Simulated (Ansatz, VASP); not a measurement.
SiC: VASP beside Ansatz

The input INCAR:

```
SYSTEM = SiC
PREC = Accurate
ENCUT = 520
EDIFF = 1E-6
ISMEAR = 0
SIGMA = 0.05
LREAL = .False.
LASPH = .True.
NELM = 80
ALGO = Normal
ISIF = 2
LWAVE = .False.
LCHARG = .False.
IBRION = 2
NSW = 50
EDIFFG = -0.01
```

File KPOINTS:

```
regular mesh
0
Gamma
  12 12 6
  0 0 0
```

Contents of POSCAR:

```
SiC
1.0
    2.9329512359      0.0000000000      0.0000000000
   -1.4664756180      2.5400102783      0.0000000000
    0.0000000000      0.0000000000      5.0106538914
Si C
2 2
Direct
    0.3333333333      0.6666666667      0.0046041256
    0.6666666667      0.3333333333      0.5046041256
    0.3333333333      0.6666666667      0.3803958744
    0.6666666667      0.3333333333      0.8803958744
```

Input for Ansatz:

```yaml
crystal:
  lattice:
    - [2.9329512359, 0.0, 0.0]
    - [-1.466475618, 2.5400102783, 0.0]
    - [0.0, 0.0, 5.0106538914]
  atoms:
    - { symbol: Si, position: [0.3333333333, 0.6666666667, 0.0046041256] }
    - { symbol: Si, position: [0.6666666667, 0.3333333333, 0.5046041256] }
    - { symbol: C, position: [0.3333333333, 0.6666666667, 0.3803958744] }
    - { symbol: C, position: [0.6666666667, 0.3333333333, 0.8803958744] }
basis:
  ecutwfc: 520.0
kpoints:
  mp_grid: { grid: [12, 12, 6] }
hamiltonian:
  xc: lda
  pseudopotentials: { kind: paw, azcp: { folder: soft_1 } }
scf:
  occupations: { method: gaussian, width: 0.05 }
output:
  forces: true
  stress: true
  eigenvalues: true
  write_density: true
  write_potential: true
  elf: true
  volumetric_format: npy
relax:
  adjacent_minimum: "off"
  f_tol: 0.01
  max_steps: 30
```

Alike in both runs: task relaxation of the atoms; functional LDA; k mesh 12 × 12 × 6; occupations gaussian, width 0.05 eV; no spin polarisation.

```csv
,VASP,Ansatz
version,VASP 6.6.1,Ansatz 0.2.0
potentials or method,"VASP PAW LDA potentials, release 64 (Si, C), cutoff 520 eV","scalar-relativistic, plane waves, PAW"
valence electrons in the cell,16,16
```

```csv
,VASP,Ansatz,Ansatz less VASP
"gap on the k mesh at the Fermi level, each at its own relaxed structure (eV)",1.57,1.59,+0.019
```

Ansatz warns that its potentials were made for another functional, while VASP's fit it. LDA's correlation is that of Perdew and Zunger in VASP and of Perdew and Wang (1992) in Ansatz. Ansatz's warnings: stress scf threshold loose.
